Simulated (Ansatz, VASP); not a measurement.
**One calculation of Pb, two programs**

```
Pb
1.0
     0.00000    2.47950    2.47950
     2.47950    0.00000    2.47950
     2.47950    2.47950    0.00000
Pb
1
Direct
  0.00000 0.00000 0.00000
```

Alike in both runs: functional PBE; dispersion D3(BJ); k mesh 14 × 14 × 14; occupations gaussian, width 0.1 eV; no spin polarisation.

Ansatz relaxed the structure, and its values are those at the end. VASP's run is a single point on that final structure, the one shown.

```csv
,VASP,Ansatz
version,VASP 6.6.1,Ansatz 0.2.0
potentials or method,"VASP PAW PBE potentials, release 64 (Pb_d), cutoff 500 eV","scalar-relativistic, plane waves, PAW"
valence electrons in the cell,14,14
```

Ansatz gave:

| Quantity | Value |
| --- | --- |
| gap on the k mesh at the Fermi level (eV) | none |
| pressure (GPa) | 0.0 |

Question: Which values does VASP return?

Answer: gap on the k mesh at the Fermi level (eV): none; pressure (GPa): -0.1.

A gap of «none» marks a metal or a gap that the smearing closes. Ansatz's warnings: relaxed geometry near dispersion switch.

Neither program's run includes spin-orbit coupling.
